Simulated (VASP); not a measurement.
# ScIn3As2 (P6/mmm) in VASP: single point with PBE

Aim: the single point of ScIn3As2 with PBE.

Program: VASP 6.6.1. These are calculated values, not measurements. Logs are shortened: lines on timing, memory, paths and dates and some standing lists are left out, and cuts for length are marked.

## Step 1: The cell of the first run

It takes space group P6/mmm (No. 191, hexagonal). Conventional cell: a = 6.058 Å, b = 6.058 Å, c = 4.743 Å, α = 90.00°, β = 90.00°, γ = 120.00°. Within 4.6 Å of Sc (site symmetry 6/mmm) lie 6 As at 3.50 Å and 12 In at 3.85 Å. In (site symmetry mmm) has 4 As at 2.95 Å and 4 In at 3.03 Å and 4 Sc at 3.85 Å within 3.9 Å. Within 3.9 Å of As (site symmetry -6m2) lie 6 In at 2.95 Å and 3 As at 3.50 Å and 3 Sc at 3.50 Å.

## Step 2: Single point, PBE

INCAR reads:

```
SYSTEM = ScIn3As2
PREC = Accurate ; ENCUT = 520
EDIFF = 1E-6 ; ISMEAR = 0
SIGMA = 0.1 ; LREAL = .FALSE.
LASPH = .TRUE. ; NELM = 100
ALGO = Normal ; ISIF = 2
LWAVE = .FALSE. ; LCHARG = .TRUE.
GGA = PE ; LELF = .TRUE.
LVHAR = .TRUE. ; NBANDS = 39
```

KPOINTS reads:

```
regular mesh
0
G
  3 3 4
  0 0 0
```

POSCAR reads:

```
ScIn3As2
1.0
    6.0578528100      0.0000000000      0.0000000000
   -3.0289264100      5.2462544300      0.0000000000
    0.0000000000      0.0000000000      4.7432421400
Sc In As
1 3 2
Direct
    0.0000000000      0.0000000000      0.5000000000
    0.5000000000      0.0000000000      0.0000000000
    0.0000000000      0.5000000000      0.0000000000
    0.5000000000      0.5000000000      0.0000000000
    0.3333333300      0.6666666700      0.5000000000
    0.6666666700      0.3333333300      0.5000000000
```

Potentials or basis: VASP PAW PBE potentials, release 64 (Sc_sv, In_d, As).

Command:

```sh
cat potpaw_PBE.64/Sc_sv/POTCAR potpaw_PBE.64/In_d/POTCAR potpaw_PBE.64/As/POTCAR > POTCAR
mpirun -np 1 vasp_std > vasp.out
```

OUTCAR:

```text
SYSTEM = ScIn3As2
   PREC = Accurate
   ENCUT = 520
   EDIFF = 1E-6
   ISMEAR = 0
   LREAL = .FALSE.
   LASPH = .TRUE.
   NELM = 100
   ISIF = 2
   GGA = PE

 ion  position               nearest neighbor table
   1  0.000  0.000  0.500-
   2  0.500  0.000  0.000-   5 2.95   6 2.95   5 2.95   6 2.95   3 3.03   3 3.03   4 3.03   4 3.03

   3  0.000  0.500  0.000-   5 2.95   6 2.95   5 2.95   6 2.95   4 3.03   4 3.03   2 3.03   2 3.03

   4  0.500  0.500  0.000-   5 2.95   6 2.95   5 2.95   6 2.95   3 3.03   3 3.03   2 3.03   2 3.03

   5  0.333  0.667  0.500-   3 2.95   3 2.95   2 2.95   2 2.95   4 2.95   4 2.95
   6  0.667  0.333  0.500-   3 2.95   3 2.95   2 2.95   2 2.95   4 2.95   4 2.95

  LATTYP: Found a hexagonal cell.
 ALAT       =     6.0578528100
 C/A-ratio  =     0.7829906551

  Lattice vectors:

 A1 = (   6.0578528100,   0.0000000000,   0.0000000000)
 A2 = (  -3.0289264100,   5.2462544300,   0.0000000000)
 A3 = (   0.0000000000,   0.0000000000,   4.7432421400)

Analysis of symmetry for initial positions (statically):
=====================================================================
 Subroutine PRICEL returns:
 Original cell was already a primitive cell.

 Routine SETGRP: Setting up the symmetry group for a
 hexagonal supercell.

 Subroutine GETGRP returns: Found 24 space group operations
 (whereof 24 operations were pure point group operations)
 out of a pool of 24 trial point group operations.

The static configuration has the point symmetry D_6h.

Analysis of symmetry for dynamics (positions and initial velocities):
=====================================================================
 Subroutine PRICEL returns:
 Original cell was already a primitive cell.

 Routine SETGRP: Setting up the symmetry group for a
 hexagonal supercell.

 Subroutine GETGRP returns: Found 24 space group operations
 (whereof 24 operations were pure point group operations)
 out of a pool of 24 trial point group operations.

The dynamic configuration has the point symmetry D_6h.

 Subroutine INISYM returns: Found 24 space group operations
 (whereof 24 operations are pure point group operations),
 and found     1 'primitive' translations

----------------------------------------------------------------------------------------

                                     Primitive cell

  volume of cell :     150.7452

  direct lattice vectors                    reciprocal lattice vectors
     6.057852810  0.000000000  0.000000000     0.165074991  0.095306091  0.000000000
    -3.028926410  5.246254430  0.000000000     0.000000000  0.190612181  0.000000000
     0.000000000  0.000000000  4.743242140     0.000000000  0.000000000  0.210826260

  length of vectors
     6.057852810  6.057852816  4.743242140     0.190612181  0.190612181  0.210826260

  position of ions in fractional coordinates (direct lattice)
     0.000000000  0.000000000  0.500000000
     0.500000000  0.000000000  0.000000000
     0.000000000  0.500000000  0.000000000
     0.500000000  0.500000000  0.000000000
     0.333333330  0.666666670  0.500000000
     0.666666670  0.333333330  0.500000000

  ion indices of the primitive-cell ions
   primitive index   ion index
                 1           1
                 2           2
                 3           3
                 4           4
                 5           5
                 6           6

----------------------------------------------------------------------------------------

 KPOINTS: regular mesh

Automatic generation of k-mesh.
 Grid dimensions read from file:
 generate k-points for:    3    3    4

 Generating k-lattice:

  Cartesian coordinates                     Fractional coordinates (reciprocal lattice)
     0.055024997  0.031768697  0.000000000     0.333333333 -0.000000000  0.000000000
     0.000000000  0.063537394  0.000000000     0.000000000  0.333333333  0.000000000
     0.000000000  0.000000000  0.052706565     0.000000000  0.000000000  0.250000000

  Length of vectors
     0.063537394  0.063537394  0.052706565

  Shift w.r.t. Gamma in fractional coordinates (k-lattice)
     0.000000000  0.000000000  0.000000000

 Subroutine IBZKPT returns following result:
 ===========================================

 Found      9 irreducible k-points:

 Following reciprocal coordinates:
            Coordinates               Weight
  0.000000  0.000000  0.000000      1.000000
  0.333333  0.000000  0.000000      6.000000
  0.333333  0.333333  0.000000      2.000000
  0.000000  0.000000  0.250000      2.000000
  0.333333  0.000000  0.250000     12.000000
  0.333333  0.333333  0.250000      4.000000
  0.000000  0.000000  0.500000      1.000000
  0.333333  0.000000  0.500000      6.000000
  0.333333  0.333333  0.500000      2.000000
   k-points           NKPTS =      9   k-points in BZ     NKDIM =      9   number of bands    NBANDS=     39
   number of dos      NEDOS =    301   number of ions     NIONS =      6
   total plane-waves  NPLWV =  82944
   dimension x,y,z NGX =    48 NGY =   48 NGZ =   36
   dimension x,y,z NGXF=    96 NGYF=   96 NGZF=   72
   ions per type =               1   3   2
   NGX,Y,Z   is equivalent  to a cutoff of  13.17, 13.17, 12.62 a.u.
   NGXF,Y,Z  is equivalent  to a cutoff of  26.35, 26.35, 25.24 a.u.
 SYSTEM =  ScIn3As2
   PREC   = accura    normal or accurate (medium, high low for compatibility)
   ISTART =      0    job   : 0-new  1-cont  2-samecut
   ICHARG =      2    charge: 1-file 2-atom 10-const
   ISPIN  =      1    spin polarized calculation?
   LNONCOLLINEAR =      F non collinear calculations
   LSORBIT =      F    spin-orbit coupling
   LASPH  =      T    aspherical Exc in radial PAW
   ENCUT  =  520.0 eV  38.22 Ry    6.18 a.u.  11.26 11.26  8.82*2*pi/ulx,y,z
   NELM   =    100;   NELMIN=  2; NELMDL= -5     # of ELM steps
   EDIFF  = 0.1E-05   stopping-criterion for ELM
   LREAL  =      F    real-space projection
   EDIFFG = 0.1E-04   stopping-criterion for IOM
   NSW    =      0    number of steps for IOM
   IBRION =     -1    ionic relax: 0-MD 1-quasi-New 2-CG
   NFREE  =      0    steps in history (QN), initial steepest desc. (CG)
   ISIF   =      2    stress and relaxation
   ISYM   =      2    0-nonsym 1-usesym 2-fastsym
   POTIM  = 0.5000    time-step for ionic-motion
   TEBEG  =    0.0;   TEEND  =   0.0 temperature during run
   PSTRESS=    0.0 pullay stress
   NELECT =      60.0000    total number of electrons
   NUPDOWN=      -1.0000    fix difference up-down
   EMIN   =  10.00;   EMAX   =-10.00  energy-range for DOS
   EFERMI =   0.00;   METHOD = LEGACY
   ISMEAR =     0;   SIGMA  =   0.10  broadening in eV -4-tet -1-fermi 0-gaus
   EFERMI_NEDOS =   21; number of points for ismear=-14 and -15
   IALGO  =     38    algorithm
   IMIX   =      4    mixing-type and parameters
     AMIX     =   0.40;   BMIX     =  1.00
     AMIX_MAG =   1.60;   BMIX_MAG =  1.00
  volume/ion in A,a.u.               =      25.12       169.55
  Fermi-wavevector in a.u.,A,eV,Ry     =   1.204234  2.275672 19.730882  1.450179
  Thomas-Fermi vector in A             =   2.339965
   LORBIT       =      0    0 simple, 1 ext, 2 COOP (PROOUT), +10 PAW based schemes
   GGA     = PE    functional components
   LHFCALC =     F    Hartree Fock is set to
   AEXX    =    0.0000 exact exchange contribution
   IVDW    =     0    specifies the selected vdW correction
   LEPSILON=     F    determine dielectric tensor
   LRPA    =     F    only Hartree local field effects (RPA)
 non-spin polarized calculation
 Gauss-broadening in eV      SIGMA  =   0.10
  energy-cutoff  :      520.00
  volume of cell :      150.75
 maximum number of plane-waves:      4086
 NGX is ok and might be reduce to    48
   NGX = 23   NGY = 23   NGZ = 17

 number of electron      59.9999986 magnetization

 Free energy of the ion-electron system (eV)
  ---------------------------------------------------
  ext. energy  EPLUGINS =         0.00000000
  ---------------------------------------------------
  free energy    TOTEN  =       -22.21878338 eV

  energy without entropy =      -22.17932753  energy(sigma->0) =      -22.19905546

 E-fermi :   6.2810     XC(G=0):  -9.9427

 val. band max:        6.2545687649   @ k =   0.3333   0.3333   0.0000
 cond. band min:       6.3148035825   @ k =   0.3333   0.0000   0.5000
 fundamental gap:      0.0602348176
 Fermi energy:         6.2809625455

 k-point     1 :       0.0000    0.0000    0.0000
  band No.  band energies     occupation
      1     -44.9328      2.00000
      2     -23.5249      2.00000
      3     -23.5082      2.00000
      4     -23.5082      2.00000
      5      -9.0812      2.00000
      6      -8.9140      2.00000
[... 31 lines left out ...]
     38       8.1405      0.00000
     39       8.1405      0.00000

 k-point     2 :       0.3333    0.0000    0.0000
  band No.  band energies     occupation
      1     -44.9328      2.00000
      2     -23.5249      2.00000
      3     -23.5083      2.00000
      4     -23.5082      2.00000
      5      -8.9674      2.00000
      6      -8.8510      2.00000
[... 31 lines left out ...]
     38       8.6033      0.00000
     39       8.9144      0.00000

 k-point     3 :       0.3333    0.3333    0.0000
  band No.  band energies     occupation
      1     -44.9328      2.00000
      2     -23.5249      2.00000
      3     -23.5083      2.00000
      4     -23.5083      2.00000
      5      -8.8197      2.00000
      6      -8.7694      2.00000
[... 31 lines left out ...]
     38       8.8224      0.00000
     39       8.8224      0.00000

 k-point     4 :       0.0000    0.0000    0.2500
  band No.  band energies     occupation
      1     -44.9328      2.00000
      2     -23.5261      2.00000
      3     -23.5081      2.00000
      4     -23.5081      2.00000
      5      -9.0785      2.00000
      6      -8.9371      2.00000
[... 31 lines left out ...]
     38       8.1673      0.00000
     39       8.3416      0.00000
[... 124 lines left out ...]
     38       8.0353      0.00000
     39      10.0252      0.00000

 k-point     8 :       0.3333    0.0000    0.5000
  band No.  band energies     occupation
      1     -44.9327      2.00000
      2     -23.5273      2.00000
      3     -23.5081      2.00000
      4     -23.5080      2.00000
      5      -8.9650      2.00000
      6      -8.9052      2.00000
[... 31 lines left out ...]
     38       8.8209      0.00000
     39       9.5923      0.00000

 k-point     9 :       0.3333    0.3333    0.5000
  band No.  band energies     occupation
      1     -44.9327      2.00000
      2     -23.5273      2.00000
      3     -23.5081      2.00000
      4     -23.5081      2.00000
      5      -8.8178      2.00000
      6      -8.7744      2.00000
[... 31 lines left out ...]
     38       9.6396      0.00000
     39       9.6396      0.00000

------------------------ aborting loop because EDIFF is reached ----------------------------------------

  FORCE on cell =-STRESS in cart. coord.  units (eV):
  Direction    XX          YY          ZZ          XY          YZ          ZX
  --------------------------------------------------------------------------------------
  -------------------------------------------------------------------------------------
  Total       -1.1028884     -1.1028884      3.2782772      0.0000000      0.0000000      0.0000000
  in kB      -11.7219205    -11.7219205     34.8427877      0.0000000      0.0000000      0.0000000
  external PRESSURE =       3.7996489 kB  Pullay stress =       0.0000000 kB

 VOLUME and BASIS-vectors are now :
 -----------------------------------------------------------------------------
  energy-cutoff  :      520.00
  volume of cell :      150.75
      direct lattice vectors                 reciprocal lattice vectors
     6.057852810  0.000000000  0.000000000     0.165074991  0.095306091  0.000000000
    -3.028926410  5.246254430  0.000000000     0.000000000  0.190612181  0.000000000
     0.000000000  0.000000000  4.743242140     0.000000000  0.000000000  0.210826260

 POSITION                                       TOTAL-FORCE (eV/Angst)
 -----------------------------------------------------------------------------------
      0.00000      0.00000      2.37162        -0.000000      0.000000      0.000000
      3.02893      0.00000      0.00000         0.000000      0.000000      0.000000
     -1.51446      2.62313      0.00000        -0.000000      0.000000      0.000000
      1.51446      2.62313      0.00000        -0.000000      0.000000      0.000000
     -0.00000      3.49750      2.37162        -0.000000     -0.000000      0.000000
      3.02893      1.74875      2.37162         0.000000      0.000000      0.000000
 -----------------------------------------------------------------------------------
    total drift:                               -0.000000      0.000000      0.000000

  FREE ENERGIE OF THE ION-ELECTRON SYSTEM (eV)
  ---------------------------------------------------
  free  energy   TOTEN  =       -22.2187833814 eV

  energy  without entropy=      -22.1793275317  energy(sigma->0) =      -22.19905546
```

Run time: 94 s. Hardware: 1 thread of Intel Xeon Platinum 8259CL at 2.50GHz (Skylake/Cascade Lake), shared host; peak memory 0.29 GiB.

What came out:

* Free energy: -22.2188 eV
* Pressure: 0.4 GPa
* Band gap on the k mesh: zero (band 30 reaches 6.75 eV, above the bottom of band 31 at 5.08 eV)

Caveat: the k points lie up to 0.40 Å⁻¹ apart; spin-orbit coupling is left out, which moves the levels of the heavy elements.
